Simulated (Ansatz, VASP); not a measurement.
**MgTlSe2 in VASP and in Ansatz**

```
CELL_PARAMETERS angstrom
0.00000 0.00000 6.29963
4.04919 -4.04919 3.14981
4.04919 4.04919 -3.14981
ATOMIC_POSITIONS crystal
Tl 0.25000 0.00000 0.00000
Tl 0.75000 0.00000 0.00000
Se 0.66670 0.50000 0.83340
Se 0.16670 0.16660 0.50000
Se 0.33330 0.50000 0.16660
Se 0.83330 0.83340 0.50000
Mg 0.75000 0.50000 0.50000
Mg 0.25000 0.50000 0.50000
```

Alike in both runs: task single point; functional PBE; k mesh 7 × 7 × 7; no spin polarisation.

```csv
,VASP,Ansatz
version,VASP 6.6.1,Ansatz 0.2.0
potentials or method,"VASP PAW PBE potentials, release 64 (Tl_d, Se, Mg), cutoff 520 eV",PAW plane waves
occupations,"fermi-dirac, width 0.1 eV",fermi-dirac
valence electrons in the cell,54,110
```

VASP gave:

```
pressure (GPa)                                                : 4.3
traceless stress, the component that is largest in VASP (GPa) : 3.73
rms of the force components (eV/Å)                            : 0.477
```

Problem. Which values does Ansatz return?

Solution. Pressure (GPa): 4.3; traceless stress, the component that is largest in VASP (GPa): 3.74; rms of the force components (eV/Å): 0.477.

Atom by atom the forces differ by 0.000 eV/Å (rms over components). VASP's potentials hold 54 valence electrons a cell and Ansatz's 110, so a difference there can come from the potentials and not from the codes.

Neither program's run includes spin-orbit coupling.
